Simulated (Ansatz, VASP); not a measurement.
## Two plane-wave programs on Co

```
Co
1.0
     2.53615    0.00000    0.00000
    -1.26807    2.19637    0.00000
     0.00000    0.00000    4.14298
Co
2
Direct
  0.33333 0.66667 0.74014
  0.66667 0.33333 0.25986
```

Alike in both runs: task single point; functional PBEsol; k mesh 12 × 12 × 7; occupations fermi-dirac, width 0.05 eV; collinear spin.

|  | VASP | Ansatz |
| --- | --- | --- |
| version | VASP 6.6.1 | Ansatz 0.2.0 |
| potentials or method | VASP PAW PBE potentials, release 64 (Co_sv) | Ansatz PAW |
| plane-wave cutoff (eV) | 600 | 420 |
| valence electrons in the cell | 34 | 34 |

|  | VASP | Ansatz | Ansatz less VASP |
| --- | --- | --- | --- |
| gap on the k mesh at the Fermi level (eV) | none | none | - |
| pressure (GPa) | -22.6 | -19.2 | +3.39 |
| traceless stress, the component that is largest in VASP (GPa) | -1.45 | -1.44 | +0.009 |
| rms of the force components (eV/Å) | 0.156 | 0.158 | +0.0015 |
| net moment per atom (μB) | 1.67 | 1.68 | +0.002 |
| size of the moment on the site where the two differ most (μB) | 1.74 | 1.75 | +0.011 |

VASP's potentials were made for PBE, not for PBEsol. Site moments also hang on the region over which each program counts them. Atom by atom the forces differ by 0.001 eV/Å (rms over components). A gap of «none» marks a metal or a gap that the smearing closes. With one functional, cell and mesh, what is left measures potentials, basis and numerics.
